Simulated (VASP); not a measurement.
# Ni (P6_3/mmc) in VASP: a series of runs

The runs below take Ni through single point, with LDA.

All numbers are computed with VASP 6.6.1; they aren't measurements. Logs are shortened: lines on timing, memory, paths and dates and some standing lists are left out, and cuts for length are marked.

**1. The cell of the first run**

The structure is hexagonal, space group P6_3/mmc (No. 194). The conventional cell has a = 2.423 Å, b = 2.423 Å, c = 3.969 Å, α = 90.00°, β = 90.00°, γ = 120.00°. Within 3.2 Å of Ni (site symmetry -6m2) lie 12 Ni at 2.42 to 2.43 Å.

This isn't the form of Ni at room conditions, which is fcc.

**2. Single point, LDA, collinear spin, ferromagnetic start**

INCAR reads:

```
  PREC = Accurate
  ENCUT = 520
  EDIFF = 1E-6
  ISMEAR = -1
  SIGMA = 0.15
  LREAL = False
  LASPH = True
  NELM = 150
  ALGO = Normal
  ISIF = 2
  LWAVE = False
  LCHARG = False
  ISPIN = 2
  MAGMOM = 2 2
  LORBIT = 11
  LMAXMIX = 4
  NBANDS = 21
```

KPOINTS reads:

```
Automatic mesh
0
Gamma
  16 16 9
```

POSCAR reads:

```
Ni
1.0
    2.4228923359      0.0000000000      0.0000000000
   -1.2114461679      2.0982863135      0.0000000000
    0.0000000000      0.0000000000      3.9687104192
Ni
2
Direct
    0.3333333351      0.6666666649      0.2500000000
    0.6666666649      0.3333333351      0.7500000000
```

Potentials or basis: VASP PAW LDA potentials, release 64 (Ni).

Started as:

```
$ cat potpaw_LDA.64/Ni/POTCAR > POTCAR
$ mpirun -np 1 vasp_std > vasp.out
```

OUTCAR:

```text
PREC = Accurate
   ENCUT = 520
   EDIFF = 1E-6
   ISMEAR = -1
   LREAL = False
   LASPH = True
   NELM = 150
   ISIF = 2
   ISPIN = 2
   LORBIT = 11

 ion  position               nearest neighbor table
   1  0.333  0.667  0.250-   2 2.43   2 2.43   2 2.43   2 2.43   2 2.43   2 2.43
   2  0.667  0.333  0.750-   1 2.43   1 2.43   1 2.43   1 2.43   1 2.43   1 2.43

  LATTYP: Found a hexagonal cell.
 ALAT       =     2.4228923359
 C/A-ratio  =     1.6380052718

  Lattice vectors:

 A1 = (   2.4228923359,   0.0000000000,   0.0000000000)
 A2 = (  -1.2114461679,   2.0982863135,   0.0000000000)
 A3 = (   0.0000000000,   0.0000000000,   3.9687104192)

Analysis of symmetry for initial positions (statically):
=====================================================================
 Subroutine PRICEL returns:
 Original cell was already a primitive cell.

 Routine SETGRP: Setting up the symmetry group for a
 hexagonal supercell.

 Subroutine GETGRP returns: Found 24 space group operations
 (whereof 12 operations were pure point group operations)
 out of a pool of 24 trial point group operations.

The static configuration has the point symmetry D_3d.
 The point group associated with its full space group is D_6h.

Analysis of symmetry for dynamics (positions and initial velocities):
=====================================================================
 Subroutine PRICEL returns:
 Original cell was already a primitive cell.

 Routine SETGRP: Setting up the symmetry group for a
 hexagonal supercell.

 Subroutine GETGRP returns: Found 24 space group operations
 (whereof 12 operations were pure point group operations)
 out of a pool of 24 trial point group operations.

The dynamic configuration has the point symmetry D_3d.
 The point group associated with its full space group is D_6h.

Analysis of structural, dynamic, and magnetic symmetry:
=====================================================================
 Subroutine PRICEL returns:
 Original cell was already a primitive cell.

 Routine SETGRP: Setting up the symmetry group for a
 hexagonal supercell.

 Subroutine GETGRP returns: Found 24 space group operations
 (whereof 12 operations were pure point group operations)
 out of a pool of 24 trial point group operations.

The overall configuration has the point symmetry D_3d.
 The point group associated with its full space group is D_6h.

 Subroutine INISYM returns: Found 24 space group operations
 (whereof 12 operations are pure point group operations),
 and found     1 'primitive' translations

----------------------------------------------------------------------------------------

                                     Primitive cell

  volume of cell :      20.1766

  direct lattice vectors                    reciprocal lattice vectors
     2.422892336  0.000000000  0.000000000     0.412729854  0.238289692  0.000000000
    -1.211446168  2.098286314  0.000000000     0.000000000  0.476579385  0.000000000
     0.000000000  0.000000000  3.968710419     0.000000000  0.000000000  0.251971017

  length of vectors
     2.422892336  2.422892336  3.968710419     0.476579385  0.476579385  0.251971017

  position of ions in fractional coordinates (direct lattice)
     0.333333335  0.666666665  0.250000000
     0.666666665  0.333333335  0.750000000

  ion indices of the primitive-cell ions
   primitive index   ion index
                 1           1
                 2           2

----------------------------------------------------------------------------------------

 KPOINTS: Automatic mesh

Automatic generation of k-mesh.
 Grid dimensions read from file:
 generate k-points for:   16   16    9

 Generating k-lattice:

  Cartesian coordinates                     Fractional coordinates (reciprocal lattice)
     0.025795616  0.014893106  0.000000000     0.062500000  0.000000000  0.000000000
     0.000000000  0.029786212  0.000000000     0.000000000  0.062500000  0.000000000
     0.000000000  0.000000000  0.027996780     0.000000000  0.000000000  0.111111111

  Length of vectors
     0.029786212  0.029786212  0.027996780

  Shift w.r.t. Gamma in fractional coordinates (k-lattice)
     0.000000000  0.000000000  0.000000000

 Subroutine IBZKPT returns following result:
 ===========================================

 Found    150 irreducible k-points:

 Following reciprocal coordinates:
            Coordinates               Weight
  0.000000  0.000000  0.000000      1.000000
  0.062500  0.000000  0.000000      6.000000
  0.125000  0.000000  0.000000      6.000000
  0.187500  0.000000  0.000000      6.000000
  0.250000  0.000000  0.000000      6.000000
  0.312500  0.000000  0.000000      6.000000
[... 16 lines left out ...]
  0.187500  0.187500  0.000000      6.000000
  0.250000  0.187500  0.000000     12.000000
 [... further k-points ...]
   k-points           NKPTS =    150   k-points in BZ     NKDIM =    150   number of bands    NBANDS=     21
   number of dos      NEDOS =    301   number of ions     NIONS =      2
   total plane-waves  NPLWV =   9720
   dimension x,y,z NGX =    18 NGY =   18 NGZ =   30
   dimension x,y,z NGXF=    36 NGYF=   36 NGZF=   60
   ions per type =               2
   NGX,Y,Z   is equivalent  to a cutoff of  12.35, 12.35, 12.57 a.u.
   NGXF,Y,Z  is equivalent  to a cutoff of  24.70, 24.70, 25.13 a.u.
 SYSTEM =  unknown system
   PREC   = accura    normal or accurate (medium, high low for compatibility)
   ISTART =      0    job   : 0-new  1-cont  2-samecut
   ICHARG =      2    charge: 1-file 2-atom 10-const
   ISPIN  =      2    spin polarized calculation?
   LNONCOLLINEAR =      F non collinear calculations
   LSORBIT =      F    spin-orbit coupling
   LASPH  =      T    aspherical Exc in radial PAW
   ENCUT  =  520.0 eV  38.22 Ry    6.18 a.u.   4.50  4.50  7.38*2*pi/ulx,y,z
   NELM   =    150;   NELMIN=  2; NELMDL= -5     # of ELM steps
   EDIFF  = 0.1E-05   stopping-criterion for ELM
   LREAL  =      F    real-space projection
   EDIFFG = 0.1E-04   stopping-criterion for IOM
   NSW    =      0    number of steps for IOM
   IBRION =     -1    ionic relax: 0-MD 1-quasi-New 2-CG
   NFREE  =      0    steps in history (QN), initial steepest desc. (CG)
   ISIF   =      2    stress and relaxation
   ISYM   =      2    0-nonsym 1-usesym 2-fastsym
   POTIM  = 0.5000    time-step for ionic-motion
   TEBEG  =    0.0;   TEEND  =   0.0 temperature during run
   PSTRESS=    0.0 pullay stress
   NELECT =      20.0000    total number of electrons
   NUPDOWN=      -1.0000    fix difference up-down
   EMIN   =  10.00;   EMAX   =-10.00  energy-range for DOS
   EFERMI =   0.00;   METHOD = LEGACY
   ISMEAR =    -1;   SIGMA  =   0.15  broadening in eV -4-tet -1-fermi 0-gaus
   EFERMI_NEDOS =   21; number of points for ismear=-14 and -15
   IALGO  =     38    algorithm
   IMIX   =      4    mixing-type and parameters
     AMIX     =   0.40;   BMIX     =  1.00
     AMIX_MAG =   1.60;   BMIX_MAG =  1.00
  volume/ion in A,a.u.               =      10.09        68.08
  Fermi-wavevector in a.u.,A,eV,Ry     =   1.632308  3.084615 36.251757  2.664429
  Thomas-Fermi vector in A             =   2.724300
   LORBIT       =     11    0 simple, 1 ext, 2 COOP (PROOUT), +10 PAW based schemes
   GGA     = CA    functional components
   LHFCALC =     F    Hartree Fock is set to
   AEXX    =    0.0000 exact exchange contribution
   IVDW    =     0    specifies the selected vdW correction
   LEPSILON=     F    determine dielectric tensor
   LRPA    =     F    only Hartree local field effects (RPA)
 spin polarized calculation
  energy-cutoff  :      520.00
  volume of cell :       20.18
 maximum number of plane-waves:       561
 NGX is ok and might be reduce to    18
   NGX =  9   NGY =  9   NGZ = 15

 number of electron      19.9999972 magnetization       0.9524536

 Free energy of the ion-electron system (eV)
  ---------------------------------------------------
  ext. energy  EPLUGINS =         0.00000000
  ---------------------------------------------------
  free energy    TOTEN  =       -13.24534154 eV

  energy without entropy =      -12.97947927  energy(sigma->0) =      -13.11241041

 E-fermi :  10.1507     XC(G=0): -14.0648

 val. band max:       10.1484255887   @ k =   0.2500   0.1875   0.1111
 cond. band min:      10.1510949328   @ k =   0.0625   0.0625   0.0000
 fundamental gap:      0.0026693441
 Fermi energy:        10.1506963892

 spin component 1

 k-point     1 :       0.0000    0.0000    0.0000
  band No.  band energies     occupation
      1       0.6297      1.00000
      2       4.9782      1.00000
      3       7.6749      1.00000
      4       7.7734      1.00000
      5       7.7734      1.00000
      6       8.0808      1.00000
[... 13 lines left out ...]
     20      37.3886      0.00000
     21      42.3440      0.00000
[... 529 lines left out ...]
 k-point    24 :       0.2500    0.1875    0.0000
  band No.  band energies     occupation
      1       4.9147      1.00000
      2       6.1520      1.00000
      3       6.2361      1.00000
      4       6.5753      1.00000
      5       7.5000      1.00000
      6       7.9485      1.00000
[... 13 lines left out ...]
     20      40.1276      0.00000
     21      42.8294      0.00000

 [... further k-points ...]

 spin component 2

 k-point     1 :       0.0000    0.0000    0.0000
  band No.  band energies     occupation
      1       0.6703      1.00000
      2       5.2626      1.00000
      3       8.1360      1.00000
      4       8.2255      1.00000
      5       8.2255      1.00000
      6       8.5457      0.99998
[... 13 lines left out ...]
     20      37.5025      0.00000
     21      42.3696      0.00000
[... 529 lines left out ...]
 k-point    24 :       0.2500    0.1875    0.0000
  band No.  band energies     occupation
      1       5.0275      1.00000
      2       6.4955      1.00000
      3       6.6013      1.00000
      4       6.9292      1.00000
      5       7.9272      1.00000
      6       8.3812      0.99999
[... 13 lines left out ...]
     20      40.2297      0.00000
     21      42.8588      0.00000

 [... further k-points ...]
[... 5 lines left out ...]
  --------------------------------------------------------------------------------------
  -------------------------------------------------------------------------------------
  Total       -0.0188113     -0.0188113     -0.0165473     -0.0000000      0.0000000      0.0000000
  in kB       -1.4937588     -1.4937588     -1.3139824     -0.0000000      0.0000000      0.0000000
  external PRESSURE =      -1.4338333 kB  Pullay stress =       0.0000000 kB

 VOLUME and BASIS-vectors are now :
 -----------------------------------------------------------------------------
  energy-cutoff  :      520.00
  volume of cell :       20.18
      direct lattice vectors                 reciprocal lattice vectors
     2.422892336  0.000000000  0.000000000     0.412729854  0.238289692  0.000000000
    -1.211446168  2.098286314  0.000000000     0.000000000  0.476579385  0.000000000
     0.000000000  0.000000000  3.968710419     0.000000000  0.000000000  0.251971017

 POSITION                                       TOTAL-FORCE (eV/Angst)
 -----------------------------------------------------------------------------------
      0.00000      1.39886      0.99218         0.000000     -0.000000      0.000000
      1.21145      0.69943      2.97653        -0.000000      0.000000      0.000000
 -----------------------------------------------------------------------------------
    total drift:                                0.000000     -0.000000     -0.000000

  FREE ENERGIE OF THE ION-ELECTRON SYSTEM (eV)
  ---------------------------------------------------
  free  energy   TOTEN  =       -13.2453415423 eV

  energy  without entropy=      -12.9794792739  energy(sigma->0) =      -13.11241041

 total charge

# of ion       s       p       d       tot
------------------------------------------
    1        0.531   0.565   8.369   9.465
    2        0.531   0.565   8.369   9.465
--------------------------------------------------
tot          1.062   1.131  16.738  18.931

 magnetization (x)

# of ion       s       p       d       tot
------------------------------------------
    1       -0.003  -0.015   0.494   0.476
    2       -0.003  -0.015   0.494   0.476
--------------------------------------------------
tot         -0.007  -0.029   0.988   0.952
```

It took 2.8 min on 1 thread of Intel Xeon 8259CL, shared host; peak memory 0.19 GiB.

What came out:

```
Free energy                                           : -13.2453 eV
Pressure                                              : -0.1 GPa
Net moment                                            : 0.95 μB per cell
Site moments                                          : Ni +0.48 μB
Valence electrons inside the program's atomic spheres : Ni 9.46
```

(Continued in part 2 of 2.)
